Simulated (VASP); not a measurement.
# TaN (P-6m2) in VASP: further runs

TaN is run at these levels: B3LYP, PBEsol-based screened hybrid with 25 % exact exchange; tasks: single point.

Program: VASP 6.6.1. These are calculated values, not measurements. Logs are shortened: lines on timing, memory, paths and dates and some standing lists are left out, and cuts for length are marked.

## Step 1: The cell of the first run

It takes space group P-6m2 (No. 187, hexagonal). Conventional cell: a = 2.959 Å, b = 2.959 Å, c = 2.901 Å, α = 90.00°, β = 90.00°, γ = 120.00°. Within 3.0 Å of Ta (site symmetry -6m2) lie 6 N at 2.24 Å and 8 Ta at 2.90 to 2.96 Å. Within 3.0 Å of N (site symmetry -6m2) lie 6 Ta at 2.24 Å and 8 N at 2.90 to 2.96 Å.

## Step 2: Single point, B3LYP

File POSCAR:

```
TaN
1.0
    2.9585333391     -0.0000000029      0.0000000000
   -1.4792666670      2.5621650310      0.0000000000
    0.0000000000      0.0000000000      2.9007431439
Ta N
1 1
Direct
    0.3333333333      0.6666666667      0.5000000000
    0.0000000000      0.0000000000      0.0000000000
```

File INCAR.step1:

```
SYSTEM = TaN
PREC     = Accurate       ! precision mode
ENCUT    = 520            ! plane-wave cutoff, eV
EDIFF    = 1E-5           ! SCF threshold, eV
ISMEAR   = -1             ! smearing method
SIGMA    = 0.05           ! smearing width, eV
LREAL    = .FALSE.        ! projectors in reciprocal space
LASPH    = .TRUE.         ! aspherical terms in the spheres
NELM     = 120            ! most SCF steps
ALGO     = Normal         ! electronic algorithm
ISIF     = 2              ! what is computed and relaxed
LWAVE    = .TRUE.         ! write WAVECAR
LCHARG   = .FALSE.        ! write CHGCAR
GGA      = PE             ! functional
NBANDS   = 16             ! bands
GGA_COMPAT= .FALSE.
```

File INCAR.step2:

```
SYSTEM = TaN
PREC     = Accurate       ! precision mode
ENCUT    = 520            ! plane-wave cutoff, eV
EDIFF    = 1E-6           ! SCF threshold, eV
ISMEAR   = -1             ! smearing method
SIGMA    = 0.05           ! smearing width, eV
LREAL    = .FALSE.        ! projectors in reciprocal space
LASPH    = .TRUE.         ! aspherical terms in the spheres
NELM     = 120            ! most SCF steps
ALGO     = Normal         ! electronic algorithm
ISIF     = 2              ! what is computed and relaxed
LWAVE    = .FALSE.        ! write WAVECAR
LCHARG   = .FALSE.        ! write CHGCAR
GGA      = B3             ! functional
LHFCALC  = .TRUE.         ! exact exchange
AEXX     = 0.2            ! exact-exchange fraction
AGGAX    = 0.72         
AGGAC    = 0.81         
ALDAC    = 0.19         
PRECFOCK = Normal       
ISTART   = 1            
NBANDS   = 16             ! bands
GGA_COMPAT= .FALSE.
```

File KPOINTS:

```
regular mesh
0
G
  5 5 5
  0 0 0
```

Potentials or basis: VASP PAW PBE potentials, release 64 (Ta_sv_GW, N).

Run with:

```sh
cat potpaw_PBE.64/Ta_sv_GW/POTCAR potpaw_PBE.64/N/POTCAR > POTCAR
cp INCAR.step1 INCAR
mpirun -np 1 vasp_std > vasp.out
cp INCAR.step2 INCAR
mpirun -np 1 vasp_std > vasp.out
```

OUTCAR:

```text
SYSTEM = TaN
   PREC = Accurate
   ENCUT = 520
   EDIFF = 1E-6
   ISMEAR = -1
   LREAL = .FALSE.
   LASPH = .TRUE.
   NELM = 120
   ISIF = 2
   GGA = B3
   LHFCALC = .TRUE.
   AEXX = 0.2
   PRECFOCK = Normal
   ISTART = 1

 ion  position               nearest neighbor table
   1  0.333  0.667  0.500-   2 2.24   2 2.24   2 2.24   2 2.24   2 2.24   2 2.24
   2  0.000  0.000  0.000-   1 2.24   1 2.24   1 2.24   1 2.24   1 2.24   1 2.24

  LATTYP: Found a hexagonal cell.
 ALAT       =     2.9585333391
 C/A-ratio  =     0.9804666067

  Lattice vectors:

 A1 = (   2.9585333391,  -0.0000000029,   0.0000000000)
 A2 = (  -1.4792666670,   2.5621650310,   0.0000000000)
 A3 = (   0.0000000000,   0.0000000000,   2.9007431439)

Analysis of symmetry for initial positions (statically):
=====================================================================
 Subroutine PRICEL returns:
 Original cell was already a primitive cell.

 Routine SETGRP: Setting up the symmetry group for a
 hexagonal supercell.

 Subroutine GETGRP returns: Found 12 space group operations
 (whereof 12 operations were pure point group operations)
 out of a pool of 24 trial point group operations.

The static configuration has the point symmetry D_3h.

Analysis of symmetry for dynamics (positions and initial velocities):
=====================================================================
 Subroutine PRICEL returns:
 Original cell was already a primitive cell.

 Routine SETGRP: Setting up the symmetry group for a
 hexagonal supercell.

 Subroutine GETGRP returns: Found 12 space group operations
 (whereof 12 operations were pure point group operations)
 out of a pool of 24 trial point group operations.

The dynamic configuration has the point symmetry D_3h.

 Subroutine INISYM returns: Found 12 space group operations
 (whereof 12 operations are pure point group operations),
 and found     1 'primitive' translations

----------------------------------------------------------------------------------------

                                     Primitive cell

  volume of cell :      21.9884

  direct lattice vectors                    reciprocal lattice vectors
     2.958533339 -0.000000003  0.000000000     0.338005317  0.195147461  0.000000000
    -1.479266667  2.562165031  0.000000000     0.000000000  0.390294922  0.000000000
     0.000000000  0.000000000  2.900743144     0.000000000  0.000000000  0.344739245

  length of vectors
     2.958533339  2.958533339  2.900743144     0.390294922  0.390294922  0.344739245

  position of ions in fractional coordinates (direct lattice)
     0.333333333  0.666666667  0.500000000
     0.000000000  0.000000000  0.000000000

  ion indices of the primitive-cell ions
   primitive index   ion index
                 1           1
                 2           2

----------------------------------------------------------------------------------------

 KPOINTS: regular mesh

Automatic generation of k-mesh.
 Grid dimensions read from file:
 generate k-points for:    5    5    5

 Generating k-lattice:

  Cartesian coordinates                     Fractional coordinates (reciprocal lattice)
     0.067601063  0.039029492  0.000000000     0.200000000 -0.000000000  0.000000000
     0.000000000  0.078058984  0.000000000     0.000000000  0.200000000  0.000000000
     0.000000000  0.000000000  0.068947849     0.000000000  0.000000000  0.200000000

  Length of vectors
     0.078058984  0.078058984  0.068947849

  Shift w.r.t. Gamma in fractional coordinates (k-lattice)
     0.000000000  0.000000000  0.000000000

 Subroutine IBZKPT returns following result:
 ===========================================

 Found     15 irreducible k-points:

 Following reciprocal coordinates:
            Coordinates               Weight
  0.000000  0.000000  0.000000      1.000000
  0.200000  0.000000  0.000000      6.000000
  0.400000  0.000000  0.000000      6.000000
  0.200000  0.200000  0.000000      6.000000
  0.400000  0.200000  0.000000      6.000000
  0.000000  0.000000  0.200000      2.000000
  0.200000  0.000000  0.200000     12.000000
  0.400000  0.000000  0.200000     12.000000
  0.200000  0.200000  0.200000     12.000000
  0.400000  0.200000  0.200000     12.000000
  0.000000  0.000000  0.400000      2.000000
  0.200000  0.000000  0.400000     12.000000
  0.400000  0.000000  0.400000     12.000000
  0.200000  0.200000  0.400000     12.000000
  0.400000  0.200000  0.400000     12.000000
   k-points           NKPTS =     15   k-points in BZ     NKDIM =    125   number of bands    NBANDS=     16
   number of dos      NEDOS =    301   number of ions     NIONS =      2
   total plane-waves  NPLWV =  13824
   dimension x,y,z NGX =    24 NGY =   24 NGZ =   24
   dimension x,y,z NGXF=    48 NGYF=   48 NGZF=   48
   ions per type =               1   1
   NGX,Y,Z   is equivalent  to a cutoff of  13.49, 13.49, 13.75 a.u.
   NGXF,Y,Z  is equivalent  to a cutoff of  26.97, 26.97, 27.51 a.u.
 SYSTEM =  TaN
   PREC   = accura    normal or accurate (medium, high low for compatibility)
   ISTART =      1    job   : 0-new  1-cont  2-samecut
   ICHARG =      0    charge: 1-file 2-atom 10-const
   ISPIN  =      1    spin polarized calculation?
   LNONCOLLINEAR =      F non collinear calculations
   LSORBIT =      F    spin-orbit coupling
   LASPH  =      T    aspherical Exc in radial PAW
   ENCUT  =  520.0 eV  38.22 Ry    6.18 a.u.   5.50  5.50  5.39*2*pi/ulx,y,z
   NELM   =    120;   NELMIN=  2; NELMDL=  0     # of ELM steps
   EDIFF  = 0.1E-05   stopping-criterion for ELM
   LREAL  =      F    real-space projection
   EDIFFG = 0.1E-04   stopping-criterion for IOM
   NSW    =      0    number of steps for IOM
   IBRION =     -1    ionic relax: 0-MD 1-quasi-New 2-CG
   NFREE  =      0    steps in history (QN), initial steepest desc. (CG)
   ISIF   =      2    stress and relaxation
   ISYM   =      3    0-nonsym 1-usesym 2-fastsym
   POTIM  = 0.5000    time-step for ionic-motion
   TEBEG  =    0.0;   TEEND  =   0.0 temperature during run
   PSTRESS=    0.0 pullay stress
   NELECT =      18.0000    total number of electrons
   NUPDOWN=      -1.0000    fix difference up-down
   EMIN   =  10.00;   EMAX   =-10.00  energy-range for DOS
   EFERMI =   0.00;   METHOD = LEGACY
   ISMEAR =    -1;   SIGMA  =   0.05  broadening in eV -4-tet -1-fermi 0-gaus
   EFERMI_NEDOS =   21; number of points for ismear=-14 and -15
   IALGO  =     38    algorithm
   IMIX   =      1    mixing-type and parameters
     AMIX     =   0.40;   BMIX     =  1.00
     AMIX_MAG =   1.60;   BMIX_MAG =  1.00
  volume/ion in A,a.u.               =      10.99        74.19
  Fermi-wavevector in a.u.,A,eV,Ry     =   1.531445  2.894011 31.910065  2.345324
  Thomas-Fermi vector in A             =   2.638789
   LORBIT       =      0    0 simple, 1 ext, 2 COOP (PROOUT), +10 PAW based schemes
   GGA     = B3    functional components
   LHFCALC =     T    Hartree Fock is set to
   PRECFOCK=normal    Normal, Fast or Accurate (Low or Medium for compatibility)
   ENCUT4O =  -1.0   cutoff for four orbital integrals eV
   NKREDX  =     1    reduce k-point grid by
   NKREDY  =     1    reduce k-point grid by
   NKREDZ  =     1    reduce k-point grid by
   AEXX    =    0.2000 exact exchange contribution
   HFSCREEN=    0.0000 screening length (either q_TF or 0.3 A-1)
   HFSCREENC=   0.0000 screening length for correlation (either q_TF or 0.3 A-1)
   ENCUTFOCK=  -1.0 apply spherical cutoff to Coloumb kernel
   IVDW    =     0    specifies the selected vdW correction
   LEPSILON=     F    determine dielectric tensor
   LRPA    =     F    only Hartree local field effects (RPA)
 non-spin polarized calculation
  energy-cutoff  :      520.00
  volume of cell :       21.99
 maximum number of plane-waves:       611
 NGX is ok and might be reduce to    24
  NGX = 18; NGY = 18; NGZ = 18

 number of electron      17.9999999 magnetization

 Free energy of the ion-electron system (eV)
  ---------------------------------------------------
  ext. energy  EPLUGINS =         0.00000000
  ---------------------------------------------------
  free energy    TOTEN  =       -27.54723597 eV

  energy without entropy =      -27.54501794  energy(sigma->0) =      -27.54612695

 E-fermi :  12.5079     XC(G=0): -10.7815

 val. band max:       12.5074321976   @ k =   0.0000   0.0000   0.4000
 cond. band min:      12.5084499047   @ k =   0.0000   0.0000   0.4000
 fundamental gap:      0.0010177071
 Fermi energy:        12.5079410511

 k-point     1 :       0.0000    0.0000    0.0000
  band No.  band energies     occupation
      1     -59.6807      2.00000
      2     -24.9024      2.00000
      3     -24.6572      2.00000
      4     -24.6572      2.00000
      5      -7.2486      2.00000
      6       6.9154      2.00000
[... 8 lines left out ...]
     15      26.5032      0.00000
     16      29.7227      0.00000

 k-point     2 :       0.2000    0.0000    0.0000
  band No.  band energies     occupation
      1     -59.6532      2.00000
      2     -25.0455      2.00000
      3     -24.8496      2.00000
      4     -24.7415      2.00000
      5      -6.4925      2.00000
      6       5.1510      2.00000
[... 8 lines left out ...]
     15      26.5412      0.00000
     16      30.7780      0.00000

 k-point     3 :       0.4000    0.0000    0.0000
  band No.  band energies     occupation
      1     -59.6088      2.00000
      2     -25.6268      2.00000
      3     -24.8751      2.00000
      4     -24.7648      2.00000
      5      -5.1860      2.00000
      6       3.2898      2.00000
[... 8 lines left out ...]
     15      26.0390      0.00000
     16      29.1306      0.00000
[... 191 lines left out ...]
 k-point    14 :       0.2000    0.2000    0.4000
  band No.  band energies     occupation
      1     -59.5719      2.00000
      2     -25.5570      2.00000
      3     -25.2863      2.00000
      4     -24.8570      2.00000
      5      -5.0940      2.00000
      6       4.2653      2.00000
[... 8 lines left out ...]
     15      26.5645      0.00000
     16      27.4142      0.00000

 k-point    15 :       0.4000    0.2000    0.4000
  band No.  band energies     occupation
      1     -59.5501      2.00000
      2     -25.4829      2.00000
      3     -25.4499      2.00000
      4     -25.0244      2.00000
      5      -5.1483      2.00000
      6       3.7016      2.00000
[... 8 lines left out ...]
     15      25.0660      0.00000
     16      26.8953      0.00000

------------------------ aborting loop because EDIFF is reached ----------------------------------------

  FORCE on cell =-STRESS in cart. coord.  units (eV):
  Direction    XX          YY          ZZ          XY          YZ          ZX
  --------------------------------------------------------------------------------------
  -------------------------------------------------------------------------------------
  Total       -0.1657386     -0.1657386     -0.1632441     -0.0000000      0.0000000      0.0000000
  in kB      -12.0765084    -12.0765084    -11.8947464     -0.0000000      0.0000000      0.0000000
  external PRESSURE =     -12.0159211 kB  Pullay stress =       0.0000000 kB

 VOLUME and BASIS-vectors are now :
 -----------------------------------------------------------------------------
  energy-cutoff  :      520.00
  volume of cell :       21.99
      direct lattice vectors                 reciprocal lattice vectors
     2.958533339 -0.000000003  0.000000000     0.338005317  0.195147461  0.000000000
    -1.479266667  2.562165031  0.000000000     0.000000000  0.390294922  0.000000000
     0.000000000  0.000000000  2.900743144     0.000000000  0.000000000  0.344739245

 POSITION                                       TOTAL-FORCE (eV/Angst)
 -----------------------------------------------------------------------------------
      0.00000      1.70811      1.45037         0.000000      0.000000      0.000000
      0.00000      0.00000      0.00000        -0.000000     -0.000000      0.000000
 -----------------------------------------------------------------------------------
    total drift:                               -0.000002      0.000026      0.000000

  FREE ENERGIE OF THE ION-ELECTRON SYSTEM (eV)
  ---------------------------------------------------
  free  energy   TOTEN  =       -27.5472359679 eV

  energy  without entropy=      -27.5450179383  energy(sigma->0) =      -27.54612695
```

It took 7 min on 1 thread of AMD EPYC 9R45 (Zen 5), shared host; peak memory 0.13 GiB.

Results:

| Quantity | Value |
| --- | --- |
| Free energy | -27.5472 eV |
| Pressure | -1.2 GPa |
| Band gap on the k mesh | zero (filled and empty bands touch) |

Levels at points of the mesh, in eV from the Fermi level:
| k point | band 7 | band 8 | band 9 | band 10 | band 11 | band 12 |
| --- | --- | --- | --- | --- | --- | --- |
| (0.00, 0.00, 0.00) | -5.59 | -5.08 | -3.89 | 2.80 | 4.11 | 4.11 |

Caveat: the k points lie up to 0.49 Å⁻¹ apart; the PAW data sets were made with another functional, which shifts forces and pressure a little; spin-orbit coupling is left out, which moves the levels of the heavy elements.

[end of part 1 of 2]
